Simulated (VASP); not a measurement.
# B18N17 (a cell with a defect) in VASP: single point with PBE

Aim: the single point of B18N17 (a cell with a defect) with PBE.

All numbers are computed with VASP 6.6.1; they aren't measurements. Logs are shortened: lines on timing, memory, paths and dates and some standing lists are left out, and cuts for length are marked.

## Step 1: The cell of the first run

The cell holds a defect, 35 atoms: a = 7.465 Å, b = 7.465 Å, c = 6.495 Å, α = 90.00°, β = 90.00°, γ = 120.00°.

## Step 2: Single point, PBE

INCAR

```
PREC     = Accurate       # precision mode
ENCUT    = 520            # plane-wave cutoff, eV
EDIFF    = 1E-6           # SCF threshold, eV
ISMEAR   = -1             # smearing method
SIGMA    = 0.01           # smearing width, eV
LREAL    = Auto         
LASPH    = True           # aspherical terms in the spheres
NELM     = 120            # most SCF steps
ALGO     = Normal         # electronic algorithm
ISIF     = 2              # what is computed and relaxed
LWAVE    = False          # write WAVECAR
LCHARG   = False          # write CHGCAR
GGA      = PE             # functional
NELECT   = 136.0        
NBANDS   = 92             # bands
GGA_COMPAT= False
```

KPOINTS

```
Automatic mesh
0
Gamma
  2 2 2
  0.5 0.5 0.5
```

POSCAR

```
B18N17
1.0
    7.4650312800      0.0000000000      0.0000000000
   -3.7325156400      6.4649067300      0.0000000000
    0.0000000000      0.0000000000      6.4954828800
B N
18 17
Direct
    0.1160671100      0.2544063800      0.2713423000
    0.2238668100      0.1065641700      0.7495906200
    0.0878210600      0.5725356200      0.2842595300
    0.2231009400      0.4379725500      0.7555774200
    0.0985211500      0.8709832800      0.2227122000
    0.2245731800      0.7726807500      0.7568970300
    0.4450421300      0.1957988500      0.2375828700
    0.5568661400      0.1050963700      0.7561138100
    0.4023913400      0.5502328400      0.2804705800
    0.5498413300      0.4350886600      0.7875913500
    0.4498623900      0.8848452000      0.2544338900
    0.5566751500      0.7726103400      0.7552789100
    0.7878953000      0.2293897000      0.2259674000
    0.8912901700      0.1063514200      0.7432535800
    0.8307597300      0.5826782100      0.0787214700
    0.8938133700      0.4345408700      0.7809423700
    0.7796267300      0.8912857800      0.2233557500
    0.8936386100      0.7799442100      0.7695575500
    0.1130647300      0.2164553600      0.7461126500
    0.3086408800      0.2554298700      0.2380607900
    0.1125298500      0.5497140400      0.7656164800
    0.1931953600      0.4661214800      0.3272366700
    0.1124178400      0.8827796300      0.7509711000
    0.2274730500      0.7984467900      0.2685232500
    0.4469858500      0.2171422700      0.7636359800
    0.5658424000      0.1078159400      0.2349826700
    0.4470083200      0.5496191800      0.7652424300
    0.4463723600      0.8829715600      0.7504489100
    0.5534374800      0.7631836300      0.2496195800
    0.7800210800      0.2173652400      0.7548021500
    0.8964418200      0.1164682800      0.2456111700
    0.7815720700      0.5518767200      0.8475415000
    0.8778125000      0.4547645000      0.2069813000
    0.7791868500      0.8822111900      0.7461988300
    0.8971012100      0.7919686900      0.1709363600
```

Potentials or basis: VASP PAW PBE potentials, release 64 (B, N).

Command:

```console
> cat potpaw_PBE.64/B/POTCAR potpaw_PBE.64/N/POTCAR > POTCAR
> mpirun -np 1 vasp_std > vasp.out
```

OUTCAR:

```text
PREC = Accurate
   ENCUT = 520
   EDIFF = 1E-6
   ISMEAR = -1
   LREAL = Auto
   LASPH = True
   NELM = 120
   ISIF = 2
   GGA = PE
   NELECT = 136.0

 ion  position               nearest neighbor table
   1  0.116  0.254  0.271-  22 1.43  31 1.44  20 1.45
   2  0.224  0.107  0.750-  19 1.43  25 1.45  23 1.45
   3  0.088  0.573  0.284-  22 1.40  33 1.45  24 1.48
   4  0.223  0.438  0.756-  19 1.43  21 1.44  27 1.45
   5  0.099  0.871  0.223-  24 1.35  35 1.35
   6  0.225  0.773  0.757-  28 1.43  23 1.44  21 1.44
   7  0.445  0.196  0.238-  20 1.30  26 1.36
   8  0.557  0.105  0.756-  25 1.44  28 1.44  30 1.44
   9  0.402  0.550  0.280-  22 1.39  29 1.43  20 1.97
  10  0.550  0.435  0.788-  27 1.41  25 1.42  32 1.55
  11  0.450  0.885  0.254-  26 1.45  24 1.45  29 1.46
  12  0.557  0.773  0.755-  28 1.43  34 1.44  27 1.44
  13  0.788  0.229  0.226-  31 1.44  26 1.44  33 1.47
[... 16 lines left out ...]
  30  0.780  0.217  0.755-  16 1.41  14 1.44   8 1.44
  31  0.896  0.116  0.246-  13 1.44   1 1.44  17 1.46
  32  0.782  0.552  0.848-  15 1.54  16 1.55  10 1.55  18 1.56
  33  0.878  0.455  0.207-  15 1.44   3 1.45  13 1.47
  34  0.779  0.882  0.746-  18 1.41  12 1.44  14 1.45
  35  0.897  0.792  0.171-   5 1.35  17 1.44  15 1.51

  LATTYP: Found a hexagonal cell.
 ALAT       =     7.4650312800
 C/A-ratio  =     0.8701213212

  Lattice vectors:

 A1 = (   7.4650312800,   0.0000000000,   0.0000000000)
 A2 = (  -3.7325156400,   6.4649067300,   0.0000000000)
 A3 = (   0.0000000000,   0.0000000000,   6.4954828800)

Analysis of symmetry for initial positions (statically):
=====================================================================
 Subroutine PRICEL returns:
 Original cell was already a primitive cell.

 Routine SETGRP: Setting up the symmetry group for a
 hexagonal supercell.

 Subroutine GETGRP returns: Found  1 space group operations
 (whereof  1 operations were pure point group operations)
 out of a pool of 24 trial point group operations.

The static configuration has the point symmetry C_1 .

Analysis of symmetry for dynamics (positions and initial velocities):
=====================================================================
 Subroutine PRICEL returns:
 Original cell was already a primitive cell.

 Routine SETGRP: Setting up the symmetry group for a
 hexagonal supercell.

 Subroutine GETGRP returns: Found  1 space group operations
 (whereof  1 operations were pure point group operations)
 out of a pool of 24 trial point group operations.

The dynamic configuration has the point symmetry C_1 .

 Subroutine INISYM returns: Found  1 space group operations
 (whereof  1 operations are pure point group operations),
 and found     1 'primitive' translations

----------------------------------------------------------------------------------------

                                     Primitive cell

  volume of cell :     313.4768

  direct lattice vectors                    reciprocal lattice vectors
     7.465031280  0.000000000  0.000000000     0.133957912  0.077340636  0.000000000
    -3.732515640  6.464906730  0.000000000     0.000000000  0.154681273  0.000000000
     0.000000000  0.000000000  6.495482880     0.000000000  0.000000000  0.153953142

  length of vectors
     7.465031280  7.465031281  6.495482880     0.154681273  0.154681273  0.153953142

  position of ions in fractional coordinates (direct lattice)
     0.116067110  0.254406380  0.271342300
     0.223866810  0.106564170  0.749590620
     0.087821060  0.572535620  0.284259530
     0.223100940  0.437972550  0.755577420
     0.098521150  0.870983280  0.222712200
     0.224573180  0.772680750  0.756897030
[... 27 lines left out ...]
     0.779186850  0.882211190  0.746198830
     0.897101210  0.791968690  0.170936360

  ion indices of the primitive-cell ions
   primitive index   ion index
                 1           1
                 2           2
                 3           3
                 4           4
                 5           5
                 6           6
[... 27 lines left out ...]
                34          34
                35          35

----------------------------------------------------------------------------------------

 KPOINTS: Automatic mesh

Automatic generation of k-mesh.
 Grid dimensions read from file:
 generate k-points for:    2    2    2

 Generating k-lattice:

  Cartesian coordinates                     Fractional coordinates (reciprocal lattice)
     0.066978956  0.038670318  0.000000000     0.500000000  0.000000000  0.000000000
     0.000000000  0.077340636  0.000000000     0.000000000  0.500000000  0.000000000
     0.000000000  0.000000000  0.076976571     0.000000000  0.000000000  0.500000000

  Length of vectors
     0.077340636  0.077340636  0.076976571

  Shift w.r.t. Gamma in fractional coordinates (k-lattice)
     0.500000000  0.500000000  0.500000000

 Subroutine IBZKPT returns following result:
 ===========================================

 Found     12 irreducible k-points:

 Following reciprocal coordinates:
            Coordinates               Weight
  0.250000  0.250000  0.250000      2.000000
 -0.250000  0.500000  0.250000      2.000000
  0.500000  0.250000  0.250000      2.000000
 -0.250000 -0.250000  0.250000      2.000000
  0.250000  0.500000  0.250000      2.000000
  0.500000 -0.250000  0.250000      2.000000
 -0.250000  0.250000  0.250000      2.000000
 -0.250000  0.000000  0.250000      2.000000
  0.000000 -0.250000  0.250000      2.000000
  0.250000 -0.250000  0.250000      2.000000
  0.250000  0.000000  0.250000      2.000000
  0.000000  0.250000  0.250000      2.000000
   k-points           NKPTS =     12   k-points in BZ     NKDIM =     12   number of bands    NBANDS=     92
   number of dos      NEDOS =    301   number of ions     NIONS =     35
   total plane-waves  NPLWV = 150528
   dimension x,y,z NGX =    56 NGY =   56 NGZ =   48
   dimension x,y,z NGXF=   112 NGYF=  112 NGZF=   96
   ions per type =              18  17
   NGX,Y,Z   is equivalent  to a cutoff of  12.47, 12.47, 12.29 a.u.
   NGXF,Y,Z  is equivalent  to a cutoff of  24.94, 24.94, 24.57 a.u.
 SYSTEM =  unknown system
   PREC   = accura    normal or accurate (medium, high low for compatibility)
   ISTART =      0    job   : 0-new  1-cont  2-samecut
   ICHARG =      2    charge: 1-file 2-atom 10-const
   ISPIN  =      1    spin polarized calculation?
   LNONCOLLINEAR =      F non collinear calculations
   LSORBIT =      F    spin-orbit coupling
   LASPH  =      T    aspherical Exc in radial PAW
   ENCUT  =  520.0 eV  38.22 Ry    6.18 a.u.  13.88 13.88 12.08*2*pi/ulx,y,z
   NELM   =    120;   NELMIN=  2; NELMDL= -5     # of ELM steps
   EDIFF  = 0.1E-05   stopping-criterion for ELM
   LREAL  =      T    real-space projection
   EDIFFG = 0.1E-04   stopping-criterion for IOM
   NSW    =      0    number of steps for IOM
   IBRION =     -1    ionic relax: 0-MD 1-quasi-New 2-CG
   NFREE  =      0    steps in history (QN), initial steepest desc. (CG)
   ISIF   =      2    stress and relaxation
   ISYM   =      2    0-nonsym 1-usesym 2-fastsym
   POTIM  = 0.5000    time-step for ionic-motion
   TEBEG  =    0.0;   TEEND  =   0.0 temperature during run
   PSTRESS=    0.0 pullay stress
   NELECT =     136.0000    total number of electrons
   NUPDOWN=      -1.0000    fix difference up-down
   EMIN   =  10.00;   EMAX   =-10.00  energy-range for DOS
   EFERMI =   0.00;   METHOD = LEGACY
   ISMEAR =    -1;   SIGMA  =   0.01  broadening in eV -4-tet -1-fermi 0-gaus
   EFERMI_NEDOS =   21; number of points for ismear=-14 and -15
   IALGO  =     38    algorithm
   IMIX   =      4    mixing-type and parameters
     AMIX     =   0.40;   BMIX     =  1.00
     AMIX_MAG =   1.60;   BMIX_MAG =  1.00
  volume/ion in A,a.u.               =       8.96        60.44
  Fermi-wavevector in a.u.,A,eV,Ry     =   1.239327  2.341989 20.897626  1.535932
  Thomas-Fermi vector in A             =   2.373815
   LORBIT       =      0    0 simple, 1 ext, 2 COOP (PROOUT), +10 PAW based schemes
   GGA     = PE    functional components
   LHFCALC =     F    Hartree Fock is set to
   AEXX    =    0.0000 exact exchange contribution
   IVDW    =     0    specifies the selected vdW correction
   LEPSILON=     F    determine dielectric tensor
   LRPA    =     F    only Hartree local field effects (RPA)
 non-spin polarized calculation
  energy-cutoff  :      520.00
  volume of cell :      313.48
 maximum number of plane-waves:      8452
   NGX = 27   NGY = 27   NGZ = 25

 number of electron     135.9999996 magnetization

 Free energy of the ion-electron system (eV)
  ---------------------------------------------------
  ext. energy  EPLUGINS =         0.00000000
  ---------------------------------------------------
  free energy    TOTEN  =      -307.58794601 eV

  energy without entropy =     -307.58794601  energy(sigma->0) =     -307.58794601

 E-fermi :   2.9624     XC(G=0):  -9.9643

 val. band max:        2.7248968758   @ k =  -0.2500   0.0000   0.2500
 cond. band min:       4.3628838555   @ k =  -0.2500   0.2500   0.2500
 fundamental gap:      1.6379869797
 Fermi energy:         2.9624138454

 k-point     1 :       0.2500    0.2500    0.2500
  band No.  band energies     occupation
      1     -15.8240      2.00000
      2     -15.3192      2.00000
      3     -15.1452      2.00000
      4     -14.5996      2.00000
      5     -14.1324      2.00000
      6     -13.9858      2.00000
[... 72 lines left out ...]
     79       8.5391      0.00000
     80       8.6362      0.00000

 k-point     2 :      -0.2500    0.5000    0.2500
  band No.  band energies     occupation
      1     -15.8412      2.00000
      2     -15.3079      2.00000
      3     -15.0976      2.00000
      4     -14.6481      2.00000
      5     -14.0692      2.00000
      6     -14.0098      2.00000
[... 72 lines left out ...]
     79       8.5193      0.00000
     80       8.5973      0.00000
[... 745 lines left out ...]
     79       8.3793      0.00000
     80       8.7130      0.00000

 k-point    12 :       0.0000    0.2500    0.2500
  band No.  band energies     occupation
      1     -15.9697      2.00000
      2     -15.1602      2.00000
      3     -15.0109      2.00000
      4     -14.6312      2.00000
      5     -14.2741      2.00000
      6     -13.8930      2.00000
[... 72 lines left out ...]
     79       8.3157      0.00000
     80       8.6130      0.00000
 [bands above 80 left out]

------------------------ aborting loop because EDIFF is reached ----------------------------------------

  FORCE on cell =-STRESS in cart. coord.  units (eV):
  Direction    XX          YY          ZZ          XY          YZ          ZX
  --------------------------------------------------------------------------------------
  -------------------------------------------------------------------------------------
  Total        2.0953181    -12.5279466    -21.0605046     -5.4935223     -0.0067261     -0.3289640
  in kB       10.7091550    -64.0302414   -107.6400811    -28.0773511     -0.0343771     -1.6813326
  external PRESSURE =     -53.6537225 kB  Pullay stress =       0.0000000 kB

 VOLUME and BASIS-vectors are now :
 -----------------------------------------------------------------------------
  energy-cutoff  :      520.00
  volume of cell :      313.48
      direct lattice vectors                 reciprocal lattice vectors
     7.465031280  0.000000000  0.000000000     0.133957912  0.077340636  0.000000000
    -3.732515640  6.464906730  0.000000000     0.000000000  0.154681273  0.000000000
     0.000000000  0.000000000  6.495482880     0.000000000  0.000000000  0.153953142

 POSITION                                       TOTAL-FORCE (eV/Angst)
 -----------------------------------------------------------------------------------
     -0.08313      1.64471      1.76250        -0.163946     -0.108527      0.055230
      1.27342      0.68893      4.86895         0.078355     -0.057228     -0.089805
     -1.48141      3.70139      1.84640        -0.108816      0.124481     -0.040383
      0.03072      2.83145      4.90784         0.220967     -0.089444      0.005786
     -2.51550      5.63083      1.44662        -0.027357      0.047855     -0.019607
     -1.20760      4.99531      4.91641         0.160407     -0.141324      0.012567
[... 27 lines left out ...]
      2.52379      5.70341      4.84692        -0.096266      0.111754     -0.001310
      3.74085      5.12000      1.11031        -0.014695      0.077529      0.009929
 -----------------------------------------------------------------------------------
    total drift:                                0.002366      0.001520     -0.004626

  FREE ENERGIE OF THE ION-ELECTRON SYSTEM (eV)
  ---------------------------------------------------
  free  energy   TOTEN  =      -307.5879460137 eV

  energy  without entropy=     -307.5879460137  energy(sigma->0) =     -307.58794601
```

Run time: 14 min. Hardware: 1 thread of Oxide Virtual Turin-like, shared host; peak memory 0.46 GiB.

What came out:

| Item | Value |
| --- | --- |
| Free energy | -307.5879 eV |
| Largest force | 0.344 eV/Å |

Forces on the atoms (eV/Å):
```
B   -0.164 -0.109  0.055
B    0.078 -0.057 -0.090
B   -0.109  0.124 -0.040
B    0.221 -0.089  0.006
B   -0.027  0.048 -0.020
B    0.160 -0.141  0.013
B   -0.119  0.080  0.020
B    0.200 -0.075 -0.028
B    0.011  0.156  0.044
B    0.084 -0.058  0.029
B   -0.164  0.155  0.059
B    0.200 -0.131  0.006
B   -0.268  0.071 -0.034
B    0.200 -0.157 -0.026
B    0.000  0.047 -0.028
B    0.137 -0.072 -0.073
B   -0.045  0.014 -0.069
B    0.067 -0.052  0.027
N   -0.145  0.092 -0.002
N    0.098  0.023  0.000
N   -0.213  0.181 -0.004
N    0.078 -0.085 -0.063
N   -0.101  0.006 -0.034
N    0.013 -0.098  0.075
N   -0.037  0.135  0.010
N    0.149 -0.130 -0.037
N   -0.158  0.048 -0.010
N   -0.236  0.139 -0.014
N    0.214 -0.268 -0.023
N   -0.277  0.090  0.032
N    0.299 -0.077  0.016
N   -0.078  0.039  0.122
N    0.043 -0.037  0.071
N   -0.096  0.112 -0.001
N   -0.015  0.078  0.010
```

Caveat: the cell carries a net charge on a neutralising background, which shifts energy and pressure; the cell is charged against a uniform background, so pressure and absolute levels hang on convention.
